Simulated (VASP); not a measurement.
**Al3H: single point with PBE**

The system is Al3H.

```
CELL_PARAMETERS angstrom
5.61852 0.00000 0.00000
-2.80926 4.86578 0.00000
0.00000 0.00000 4.29608
ATOMIC_POSITIONS crystal
Al 0.17403 0.34807 0.75000
Al 0.82597 0.17403 0.25000
Al 0.82597 0.65193 0.25000
Al 0.17403 0.82597 0.75000
Al 0.65193 0.82597 0.75000
Al 0.34807 0.17403 0.25000
H 0.66667 0.33333 0.75000
H 0.33333 0.66667 0.25000
```

The cell was generated, and may not be a known phase.

- Program: VASP 6.6.1
- Task: single point
- Functional: PBE
- Potentials or basis: VASP PAW PBE potentials, release 64 (Al, H)
- Cutoff: 520 eV
- k mesh: 6 × 6 × 4
- Occupations: gaussian, width 0.1 eV
- Spin: no spin polarisation
- Dipole correction: no
- Further INCAR settings: ALGO = Normal; EDIFF = 1e-06; NBANDS = 20

```json
{
  "Pressure": "0.2 GPa",
  "Largest force": "0.012 eV/Å",
  "Band gap on the k mesh": "zero (bands 10 and 11 overlap by 2.91 eV)"
}
```

Forces on the atoms (eV/Å):
```
Al   0.000 -0.012  0.000
Al   0.010 -0.006  0.000
Al   0.000  0.012  0.000
Al  -0.010  0.006  0.000
Al   0.010  0.006  0.000
Al  -0.010 -0.006  0.000
H    0.000  0.000  0.000
H    0.000  0.000  0.000
```

Stress tensor (GPa, compression positive):
```
0.11 0.00 0.00
0.00 0.11 0.00
0.00 0.00 0.31
```

Levels at points of the mesh, in eV from the Fermi level:
```csv
k point,band 6,band 7,band 8,band 9,band 10,band 11,band 12,band 13,band 14,band 15
"(0.00, 0.00, 0.00)",-3.67,-3.67,-2.73,-2.66,1.13,2.00,2.00,2.00,3.59,3.59
"(0.50, 0.00, 0.00)",-1.41,-1.08,-0.86,-0.84,0.21,0.43,0.51,0.89,1.21,2.33
"(0.00, 0.00, 0.50)",-2.82,-2.56,-2.56,-2.56,-2.56,-1.78,-1.78,-1.78,-1.78,5.88
"(0.50, 0.00, 0.50)",-4.12,-3.69,-3.69,0.74,0.74,1.70,1.70,2.27,2.27,2.82
```

Wall time 15 s on 1 thread of Intel(R) Xeon(R) 6975P-C (Granite Rapids) (shared host), peak memory 0.22 GiB.

Caveat: the k points lie up to 0.37 Å⁻¹ apart, too coarse for converged energies and pressures of a metal.
